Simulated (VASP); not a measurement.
Input of a VASP 6.6.1 run:

Contents of INCAR:

```
SYSTEM = Cd27Te26
PREC = Accurate
ENCUT = 400
EDIFF = 1E-6
ISMEAR = 0
SIGMA = 0.05
LREAL = Auto
LASPH = .TRUE.
NELM = 200
ALGO = Normal
ISIF = 2
LWAVE = .FALSE.
LCHARG = .FALSE.
ISPIN = 2
MAGMOM = 0.2 0.2 0 0.2 0 0 0 0 0 0.2 0 0 0 0 0 0 0 0 0 0 0 0 0 0 0 0 0 0 0 0 0 0 0 0 0 0 0 0 0 0 0 0 0 0 0 0 0 0 0 0 0 0 0
LORBIT = 11
GGA = PE
NBANDS = 276
GGA_COMPAT = .FALSE.
NCORE = 4
```

Contents of KPOINTS:

```
Automatic mesh
0
G
  1 1 1
  0 0 0
```

Contents of POSCAR:

```
Cd27Te26
1.0
    0.0000000000      9.6150000000      9.6150000000
    9.6150000000      0.0000000000      9.6150000000
    9.6150000000      9.6150000000      0.0000000000
Cd Te
27 26
Direct
    0.0197220904      0.0195478742      0.0195993465
    0.0192001649      0.0189991274      0.2760948523
    0.0013926710      0.0014959326      0.6653939988
    0.0194531984      0.2752767418      0.0193769327
    0.0033236131      0.3310670178      0.3310144211
    0.0033686248      0.3309480969      0.6679906294
    0.0014492212      0.6651319797      0.0017200038
    0.0033454612      0.6679427732      0.3310024943
    0.0013518813      0.6652637912      0.6653560029
    0.2729612118      0.0201008808      0.0201878234
    0.3311114276      0.0034081431      0.3308174172
    0.3310253532      0.0034803851      0.6680186031
    0.3310459483      0.3307654739      0.0035750601
    0.3334352496      0.3332844595      0.3333190723
    0.3310983658      0.3308203549      0.6680498894
    0.3309939167      0.6679943456      0.0035678029
    0.3311350126      0.6679758739      0.3308510828
    0.3354750642      0.6659415631      0.6660489037
    0.6648310283      0.0016295981      0.0017866626
    0.6680534019      0.0033671700      0.3309372956
    0.6649052540      0.0015289909      0.6654617455
    0.6680468245      0.3308492606      0.0035026979
    0.6680441777      0.3310228552      0.3309840074
    0.6658298316      0.3355654194      0.6660559850
    0.6648455834      0.6652475877      0.0017568008
    0.6658355029      0.6659663482      0.3356501778
    0.6658251556      0.6659443950      0.6660590052
    0.0797594761      0.0797588155      0.4097137603
    0.0797033381      0.0796646939      0.7645758797
    0.0797820023      0.4094808276      0.0797987140
    0.0826810948      0.4168696091      0.4169249618
    0.0797065558      0.4095799099      0.7643830462
    0.0796859531      0.7645443008      0.0797478493
    0.0798076626      0.7640682433      0.4097173357
    0.0837751351      0.7498266425      0.7500258964
    0.4091302459      0.0795687166      0.0796336489
    0.4169746997      0.0825469135      0.4169197609
    0.4092025312      0.0795414800      0.7650746618
    0.4169789276      0.4168982695      0.0826034409
    0.4169679910      0.4168713178      0.4169511205
    0.4153975158      0.4154969123      0.7513025900
    0.4091527069      0.7650109906      0.0796312177
    0.4154079019      0.7511736090      0.4156087607
    0.4153929809      0.7512209271      0.7512951466
    0.7646869063      0.0796044198      0.0797095747
    0.7642297544      0.0797262412      0.4097202597
    0.7496909300      0.0838656319      0.7500454003
    0.7644520892      0.4095021503      0.0797210964
    0.7511301039      0.4155098809      0.4156080395
    0.7511604150      0.4154922628      0.7512561477
    0.7497267596      0.7498896103      0.0839573982
    0.7511442489      0.7511490268      0.4156045499
    0.7496691095      0.7498295987      0.7500324083
```

Potentials or basis: VASP PAW PBE potentials, release 64 (Cd, Te).

Command:

```sh
$ cat potpaw_PBE.64/Cd/POTCAR potpaw_PBE.64/Te/POTCAR > POTCAR
$ mpirun -np 4 vasp_gam > vasp.out
```

(1) What does it give for the pressure?

(2) Estimate the largest force.

(3) What does it give for the band gap on the k mesh?

## Answers

(1) 3.2 GPa.

(2) 0.019 eV/Å.

(3) 1.16 eV.

Caveat: the k points lie up to 0.57 Å⁻¹ apart; spin-orbit coupling is left out, which moves the levels of the heavy elements.
